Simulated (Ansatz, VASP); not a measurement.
## BaTiO3: VASP beside Ansatz

File INCAR:

```
PREC = Accurate
ENCUT = 600
EDIFF = 1E-6
ISMEAR = 0
SIGMA = 0.01
LREAL = F
LASPH = T
NELM = 200
ALGO = Normal
ISIF = 2
LWAVE = F
LCHARG = F
LMAXMIX = 4
LDAU = T
LDAUTYPE = 2
LDAUL = -1 2 -1
LDAUU = 0 4 0
LDAUJ = 0 0 0
LDAUPRINT = 1
GGA = PS
NBANDS = 28
GGA_COMPAT = F
```

KPOINTS

```
Automatic mesh
0
Gamma
  6 6 6
```

File POSCAR:

```
BaTiO3
1.0
    3.9855000000      0.0000000000      0.0000000000
    0.0000000000      2.8369000000     -2.8451500000
    0.0000000000      2.8369000000      2.8451500000
Ba Ti O
1 1 3
Direct
    0.0000000000      0.0000000000      0.0000000000
    0.5000000000      0.4876000000      0.5124000000
    0.0000000000      0.5126000000      0.4874000000
    0.5000000000      0.0081600000      0.5052400000
    0.5000000000      0.4947600000      0.9918400000
```

Input for Ansatz:

```yaml
crystal:
  lattice:
    a: 3.9855
    b: 5.6738
    c: 5.6903
    alpha: 90.0
    beta: 90.0
    gamma: 90.0
  space_group: 38
  setting:
    hermann_mauguin: Amm2
  atoms:
    - { symbol: Ba, position: [0.0, 0.0, 0.0] }
    - { symbol: Ti, position: [0.5, 0.5, 0.0124] }
    - { symbol: O, position: [0.0, 0.5, 0.9874] }
    - { symbol: O, position: [0.5, 0.2567, 0.24854] }
  reduce_to_primitive: true
kpoints:
  mp_grid:
    grid: [6, 6, 6]
    shift: [0.0, 0.0, 0.0]
hamiltonian:
  xc: pbesol
  hubbard:
    - { species: Ti, l: d, u_eff: 4.0 }
scf:
  occupations:
    method: fixed
output:
  eigenvalues: true
```

Alike in both runs: task single point; functional PBEsol; k mesh 6 × 6 × 6; no spin polarisation; Hubbard terms Ti d U = 4.0 eV.

|  | VASP | Ansatz |
| --- | --- | --- |
| version | VASP 6.6.1 | Ansatz 0.2.0 |
| potentials or method | VASP PAW PBE potentials, release 64 (Ba_sv, Ti_sv, O) | plane waves, PAW |
| plane-wave cutoff (eV) | 600 | 420 |
| occupations | gaussian, width 0.01 eV | fixed |
| valence electrons in the cell | 40 | 40 |

Ansatz gave:

- gap on the k mesh at the Fermi level (eV): 2.30

Task: Estimate VASP's values.

Result: gap on the k mesh at the Fermi level (eV): 2.26.

VASP's potentials were made for PBE, not for PBEsol. The programs project onto different local orbitals, so the same U acts differently, and such runs can settle in different states.

Spin-orbit coupling is off throughout.
